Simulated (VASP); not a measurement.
# MgH2 (Cmme) in VASP: a series of runs

The runs below take MgH2 through single point, with PBE.

Program: VASP 6.6.1. These are calculated values, not measurements. Logs are shortened: lines on timing, memory, paths and dates and some standing lists are left out, and cuts for length are marked.

## (1) The cell of the first run

Symmetry: Cmme, No. 67, orthorhombic system. The conventional cell has a = 5.796 Å, b = 10.179 Å, c = 5.488 Å, α = 90.00°, β = 90.00°, γ = 90.00°. Mg (site symmetry mm2) has 4 H at 1.60 to 1.65 Å within 2.1 Å. Within 1.9 Å of Mg (site symmetry 2/m) lie 4 H at 1.45 to 1.60 Å. H (site symmetry 2/m) has 2 Mg at 1.65 Å within 2.2 Å. Within 2.1 Å of H (site symmetry m) lie 2 Mg at 1.60 Å. H (site symmetry 222) has 2 Mg at 1.45 Å within 1.9 Å.

## (2) Single point, PBE

Contents of INCAR:

```
SYSTEM = MgH2
PREC = Accurate
ENCUT = 520
EDIFF = 1E-6
ISMEAR = 0
SIGMA = 0.1
LREAL = .FALSE.
LASPH = .TRUE.
NELM = 100
ALGO = Normal
ISIF = 2
LWAVE = .FALSE.
LCHARG = .FALSE.
GGA = PE
NBANDS = 20
```

Contents of KPOINTS:

```
Automatic mesh
0
G
  4 4 4
  0 0 0
```

Contents of POSCAR:

```
MgH2
1.0
    2.8979821800     -5.0896534600      0.0000000000
    2.8979821800      5.0896534600      0.0000000000
    0.0000000000      0.0000000000      5.4879925800
Mg H
4 8
Direct
    0.7500000000      0.2500000000      0.3554073800
    0.2500000000      0.7500000000      0.6445926200
    0.0000000000      0.0000000000      0.0000000000
    0.5000000000      0.5000000000      0.0000000000
    0.0000000000      0.5000000000      0.5000000000
    0.5000000000      0.0000000000      0.5000000000
    0.8750000000      0.1250000000      0.1777036900
    0.6250000000      0.3750000000      0.1777036900
    0.1250000000      0.8750000000      0.8222963100
    0.3750000000      0.6250000000      0.8222963100
    0.2500000000      0.2500000000      0.0000000000
    0.7500000000      0.7500000000      0.0000000000
```

Potentials or basis: VASP PAW PBE potentials, release 64 (Mg, H).

Run with:

```console
cat potpaw_PBE.64/Mg/POTCAR potpaw_PBE.64/H/POTCAR > POTCAR
mpirun -np 1 vasp_std > vasp.out
```

OUTCAR:

```text
SYSTEM = MgH2
   PREC = Accurate
   ENCUT = 520
   EDIFF = 1E-6
   ISMEAR = 0
   LREAL = .FALSE.
   LASPH = .TRUE.
   NELM = 100
   ISIF = 2
   GGA = PE

 ion  position               nearest neighbor table
   1  0.750  0.250  0.355-   7 1.60   8 1.60   5 1.65   6 1.65   3 3.21   4 3.21   2 3.30   2 3.30

   2  0.250  0.750  0.645-   9 1.60  10 1.60   5 1.65   6 1.65   3 3.21   4 3.21   1 3.30   1 3.30

   3  0.000  0.000  0.000-  11 1.45  12 1.45   7 1.60   9 1.60   4 2.90   4 2.90   1 3.21   2 3.21

   4  0.500  0.500  0.000-  11 1.45  12 1.45   8 1.60  10 1.60   3 2.90   3 2.90   1 3.21   2 3.21

   5  0.000  0.500  0.500-   1 1.65   2 1.65
   6  0.500  0.000  0.500-   1 1.65   2 1.65
   7  0.875  0.125  0.178-   1 1.60   3 1.60
   8  0.625  0.375  0.178-   1 1.60   4 1.60
   9  0.125  0.875  0.822-   2 1.60   3 1.60
  10  0.375  0.625  0.822-   2 1.60   4 1.60
  11  0.250  0.250  0.000-   3 1.45   4 1.45
  12  0.750  0.750  0.000-   3 1.45   4 1.45

  LATTYP: Found a base centered orthorhombic cell.
 ALAT       =     5.7959643600
 B/A-ratio  =     1.7562749333
 C/A-ratio  =     0.9468644455

  Lattice vectors:

 A1 = (   2.8979821800,  -5.0896534600,   0.0000000000)
 A2 = (   2.8979821800,   5.0896534600,   0.0000000000)
 A3 = (   0.0000000000,   0.0000000000,   5.4879925800)

Analysis of symmetry for initial positions (statically):
=====================================================================
 Subroutine PRICEL returns:
 Original cell was already a primitive cell.

 Routine SETGRP: Setting up the symmetry group for a
 base centered orthorhombic supercell.

 Subroutine GETGRP returns: Found  8 space group operations
 (whereof  4 operations were pure point group operations)
 out of a pool of  8 trial point group operations.

The static configuration has the point symmetry C_2h.
 The point group associated with its full space group is D_2h.

Analysis of symmetry for dynamics (positions and initial velocities):
=====================================================================
 Subroutine PRICEL returns:
 Original cell was already a primitive cell.

 Routine SETGRP: Setting up the symmetry group for a
 base centered orthorhombic supercell.

 Subroutine GETGRP returns: Found  8 space group operations
 (whereof  4 operations were pure point group operations)
 out of a pool of  8 trial point group operations.

The dynamic configuration has the point symmetry C_2h.
 The point group associated with its full space group is D_2h.

 Subroutine INISYM returns: Found  8 space group operations
 (whereof  4 operations are pure point group operations),
 and found     1 'primitive' translations

----------------------------------------------------------------------------------------

                                     Primitive cell

  volume of cell :     161.8928

  direct lattice vectors                    reciprocal lattice vectors
     2.897982180 -5.089653460  0.000000000     0.172533842 -0.098238515  0.000000000
     2.897982180  5.089653460  0.000000000     0.172533842  0.098238515  0.000000000
     0.000000000  0.000000000  5.487992580     0.000000000  0.000000000  0.182215990

  length of vectors
     5.856865464  5.856865464  5.487992580     0.198541514  0.198541514  0.182215990

  position of ions in fractional coordinates (direct lattice)
     0.750000000  0.250000000  0.355407380
     0.250000000  0.750000000  0.644592620
     0.000000000  0.000000000  0.000000000
     0.500000000  0.500000000  0.000000000
     1.000000000  0.500000000  0.500000000
     0.500000000  1.000000000  0.500000000
     0.875000000  0.125000000  0.177703690
     0.625000000  0.375000000  0.177703690
     0.125000000  0.875000000  0.822296310
     0.375000000  0.625000000  0.822296310
     0.250000000  0.250000000  0.000000000
     0.750000000  0.750000000  0.000000000

  ion indices of the primitive-cell ions
   primitive index   ion index
                 1           1
                 2           2
                 3           3
                 4           4
                 5           5
                 6           6
                 7           7
                 8           8
                 9           9
                10          10
                11          11
                12          12

----------------------------------------------------------------------------------------

 KPOINTS: Automatic mesh

Automatic generation of k-mesh.
 Grid dimensions read from file:
 generate k-points for:    4    4    4

 Generating k-lattice:

  Cartesian coordinates                     Fractional coordinates (reciprocal lattice)
     0.043133461 -0.024559629  0.000000000     0.250000000 -0.000000000  0.000000000
     0.043133461  0.024559629  0.000000000    -0.000000000  0.250000000  0.000000000
     0.000000000  0.000000000  0.045553997     0.000000000  0.000000000  0.250000000

  Length of vectors
     0.049635378  0.049635378  0.045553997

  Shift w.r.t. Gamma in fractional coordinates (k-lattice)
     0.000000000  0.000000000  0.000000000

 Subroutine IBZKPT returns following result:
 ===========================================

 Found     21 irreducible k-points:

 Following reciprocal coordinates:
            Coordinates               Weight
  0.000000  0.000000  0.000000      1.000000
  0.250000  0.000000  0.000000      4.000000
  0.500000  0.000000  0.000000      2.000000
  0.250000  0.250000  0.000000      2.000000
  0.500000  0.250000  0.000000      4.000000
 -0.250000  0.250000  0.000000      2.000000
[... 13 lines left out ...]
 -0.250000  0.250000  0.500000      2.000000
  0.500000  0.500000  0.500000      1.000000
   k-points           NKPTS =     21   k-points in BZ     NKDIM =     21   number of bands    NBANDS=     20
   number of dos      NEDOS =    301   number of ions     NIONS =     12
   total plane-waves  NPLWV =  96768
   dimension x,y,z NGX =    48 NGY =   48 NGZ =   42
   dimension x,y,z NGXF=    96 NGYF=   96 NGZF=   84
   ions per type =               4   8
   NGX,Y,Z   is equivalent  to a cutoff of  13.62, 13.62, 12.72 a.u.
   NGXF,Y,Z  is equivalent  to a cutoff of  27.25, 27.25, 25.45 a.u.
 SYSTEM =  MgH2
   PREC   = accura    normal or accurate (medium, high low for compatibility)
   ISTART =      0    job   : 0-new  1-cont  2-samecut
   ICHARG =      2    charge: 1-file 2-atom 10-const
   ISPIN  =      1    spin polarized calculation?
   LNONCOLLINEAR =      F non collinear calculations
   LSORBIT =      F    spin-orbit coupling
   LASPH  =      T    aspherical Exc in radial PAW
   ENCUT  =  520.0 eV  38.22 Ry    6.18 a.u.  10.89 10.89 10.20*2*pi/ulx,y,z
   NELM   =    100;   NELMIN=  2; NELMDL= -5     # of ELM steps
   EDIFF  = 0.1E-05   stopping-criterion for ELM
   LREAL  =      F    real-space projection
   EDIFFG = 0.1E-04   stopping-criterion for IOM
   NSW    =      0    number of steps for IOM
   IBRION =     -1    ionic relax: 0-MD 1-quasi-New 2-CG
   NFREE  =      0    steps in history (QN), initial steepest desc. (CG)
   ISIF   =      2    stress and relaxation
   ISYM   =      2    0-nonsym 1-usesym 2-fastsym
   POTIM  = 0.5000    time-step for ionic-motion
   TEBEG  =    0.0;   TEEND  =   0.0 temperature during run
   PSTRESS=    0.0 pullay stress
   NELECT =      16.0000    total number of electrons
   NUPDOWN=      -1.0000    fix difference up-down
   EMIN   =  10.00;   EMAX   =-10.00  energy-range for DOS
   EFERMI =   0.00;   METHOD = LEGACY
   ISMEAR =     0;   SIGMA  =   0.10  broadening in eV -4-tet -1-fermi 0-gaus
   EFERMI_NEDOS =   21; number of points for ismear=-14 and -15
   IALGO  =     38    algorithm
   IMIX   =      4    mixing-type and parameters
     AMIX     =   0.40;   BMIX     =  1.00
     AMIX_MAG =   1.60;   BMIX_MAG =  1.00
  volume/ion in A,a.u.               =      13.49        91.04
  Fermi-wavevector in a.u.,A,eV,Ry     =   0.756901  1.430335  7.794763  0.572899
  Thomas-Fermi vector in A             =   1.855126
   LORBIT       =      0    0 simple, 1 ext, 2 COOP (PROOUT), +10 PAW based schemes
   GGA     = PE    functional components
   LHFCALC =     F    Hartree Fock is set to
   AEXX    =    0.0000 exact exchange contribution
   IVDW    =     0    specifies the selected vdW correction
   LEPSILON=     F    determine dielectric tensor
   LRPA    =     F    only Hartree local field effects (RPA)
 non-spin polarized calculation
 Gauss-broadening in eV      SIGMA  =   0.10
  energy-cutoff  :      520.00
  volume of cell :      161.89
 maximum number of plane-waves:      4382
 NGX is ok and might be reduce to    48
   NGX = 21   NGY = 21   NGZ = 21

 number of electron      15.9999993 magnetization

 Free energy of the ion-electron system (eV)
  ---------------------------------------------------
  ext. energy  EPLUGINS =         0.00000000
  ---------------------------------------------------
  free energy    TOTEN  =       -27.75951831 eV

  energy without entropy =      -27.75951831  energy(sigma->0) =      -27.75951831

 E-fermi :  -0.1344     XC(G=0):  -6.7415

 val. band max:       -0.5920747487   @ k =   0.5000   0.5000   0.5000
 cond. band min:       1.6692664198   @ k =   0.5000   0.5000   0.5000
 fundamental gap:      2.2613411685
 Fermi energy:        -0.1344395743

 k-point     1 :       0.0000    0.0000    0.0000
  band No.  band energies     occupation
      1      -7.3214      2.00000
      2      -4.6988      2.00000
      3      -4.0169      2.00000
      4      -3.4715      2.00000
      5      -3.3866      2.00000
      6      -3.1786      2.00000
[... 12 lines left out ...]
     19       6.3804      0.00000
     20       6.4260      0.00000
[... 438 lines left out ...]
 k-point    21 :       0.5000    0.5000    0.5000
  band No.  band energies     occupation
      1      -6.4033      2.00000
      2      -5.7607      2.00000
      3      -4.5782      2.00000
      4      -3.5131      2.00000
      5      -3.4036      2.00000
      6      -3.2441      2.00000
[... 12 lines left out ...]
     19       7.3884      0.00000
     20       7.4073      0.00000

------------------------ aborting loop because EDIFF is reached ----------------------------------------

  FORCE on cell =-STRESS in cart. coord.  units (eV):
  Direction    XX          YY          ZZ          XY          YZ          ZX
  --------------------------------------------------------------------------------------
  -------------------------------------------------------------------------------------
  Total       32.6530841     17.7854146     12.7141377      0.0000000     -0.0000000      0.0000000
  in kB      323.1523764    176.0139709    125.8259036      0.0000000     -0.0000000      0.0000000
  external PRESSURE =     208.3307503 kB  Pullay stress =       0.0000000 kB

 VOLUME and BASIS-vectors are now :
 -----------------------------------------------------------------------------
  energy-cutoff  :      520.00
  volume of cell :      161.89
      direct lattice vectors                 reciprocal lattice vectors
     2.897982180 -5.089653460  0.000000000     0.172533842 -0.098238515  0.000000000
     2.897982180  5.089653460  0.000000000     0.172533842  0.098238515  0.000000000
     0.000000000  0.000000000  5.487992580     0.000000000  0.000000000  0.182215990

 POSITION                                       TOTAL-FORCE (eV/Angst)
 -----------------------------------------------------------------------------------
      2.89798     -2.54483      1.95047        -0.000000     -0.000000      0.306245
      2.89798      2.54483      3.53752         0.000000     -0.000000     -0.306245
      0.00000      0.00000      0.00000         0.000000     -0.000000      0.000000
      2.89798      0.00000      0.00000         0.000000     -0.000000      0.000000
      1.44899      2.54483      2.74400         0.000000     -0.000000      0.000000
      1.44899     -2.54483      2.74400         0.000000     -0.000000      0.000000
      2.89798     -3.81724      0.97524         0.000000      0.310943      0.452128
      2.89798     -1.27241      0.97524         0.000000     -0.310943      0.452128
      2.89798      3.81724      4.51276         0.000000     -0.310943     -0.452128
      2.89798      1.27241      4.51276         0.000000      0.310943     -0.452128
      1.44899      0.00000      0.00000         0.000000     -0.000000      0.000000
      4.34697      0.00000      0.00000         0.000000     -0.000000      0.000000
 -----------------------------------------------------------------------------------
    total drift:                               -0.000000     -0.000000     -0.000000

  FREE ENERGIE OF THE ION-ELECTRON SYSTEM (eV)
  ---------------------------------------------------
  free  energy   TOTEN  =       -27.7595183143 eV

  energy  without entropy=      -27.7595183143  energy(sigma->0) =      -27.75951831
```

Wall time 37 s (1 thread of Intel Xeon 6975P-C (Granite Rapids), shared host); peak memory 0.31 GiB.

What came out:

```
Free energy            : -27.7595 eV
Pressure               : 20.8 GPa
Largest force          : 0.549 eV/Å
Band gap on the k mesh : 2.26 eV, direct
```

Forces on the atoms (eV/Å):
```
Mg   0.000  0.000  0.306
Mg   0.000  0.000 -0.306
Mg   0.000  0.000  0.000
Mg   0.000  0.000  0.000
H    0.000  0.000  0.000
H    0.000  0.000  0.000
H    0.000  0.311  0.452
H    0.000 -0.311  0.452
H    0.000 -0.311 -0.452
H    0.000  0.311 -0.452
H    0.000  0.000  0.000
H    0.000  0.000  0.000
```

Levels at points of the mesh, in eV from the valence-band top:
| k point | band 5 | band 6 | band 7 | band 8 | band 9 | band 10 | band 11 | band 12 |
| --- | --- | --- | --- | --- | --- | --- | --- | --- |
| (0.00, 0.00, 0.00) | -2.79 | -2.59 | -2.54 | -0.58 | 2.91 | 3.91 | 5.21 | 5.39 |
| (0.50, 0.00, 0.00) | -2.39 | -2.39 | -0.97 | -0.97 | 3.26 | 3.26 | 4.37 | 4.37 |
| (0.50, 0.50, 0.00) | -2.40 | -2.38 | -2.21 | -0.27 | 3.24 | 3.60 | 4.27 | 4.88 |
| (0.00, 0.00, 0.50) | -2.57 | -2.46 | -2.18 | -1.31 | 2.89 | 3.35 | 4.12 | 4.13 |
| (0.50, 0.00, 0.50) | -2.55 | -2.55 | -0.96 | -0.96 | 2.50 | 2.50 | 4.94 | 4.94 |
| (0.50, 0.50, 0.50) | -2.81 | -2.65 | -2.60 | 0.00 | 2.26 | 2.86 | 5.47 | 5.67 |

(Continued in part 2 of 2.)
